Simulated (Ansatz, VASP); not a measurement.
# One calculation of Ru3C2, two programs

```xyz
5
Lattice="3.3975 0.0000 0.0000 -1.6988 2.9423 0.0000 0.0000 0.0000 5.2860" Properties=species:S:1:pos:R:3 pbc="T T T"
Ru    0.0000    0.0000    0.0000
Ru    0.0000    1.9616    3.4095
Ru    1.6988    0.9808    1.8765
C     0.0000    1.9616    1.2951
C     1.6988    0.9808    3.9909
```

Alike in both runs: task single point; functional PBE; k mesh 6 × 6 × 4; occupations gaussian, width 0.1 eV; no spin polarisation.

|  | VASP | Ansatz |
| --- | --- | --- |
| version | VASP 6.6.1 | Ansatz 0.2.0 |
| potentials or method | VASP PAW PBE potentials, release 64 (Ru_pv, C), cutoff 520 eV | scalar-relativistic, plane waves, PAW |
| valence electrons in the cell | 50 | 56 |

|  | VASP | Ansatz | Ansatz less VASP |
| --- | --- | --- | --- |
| gap on the k mesh at the Fermi level (eV) | none | none | - |
| pressure (GPa) | 18.7 | 18.4 | -0.29 |
| traceless stress, the component that is largest in VASP (GPa) | 11.06 | 11.14 | +0.078 |
| rms of the force components (eV/Å) | 1.104 | 1.094 | -0.0102 |

Atom by atom the forces differ by 0.011 eV/Å (rms over components). A gap of «none» marks a metal or a gap that the smearing closes. VASP's potentials hold 50 valence electrons a cell and Ansatz's 56, so a difference there can come from the potentials and not from the codes.
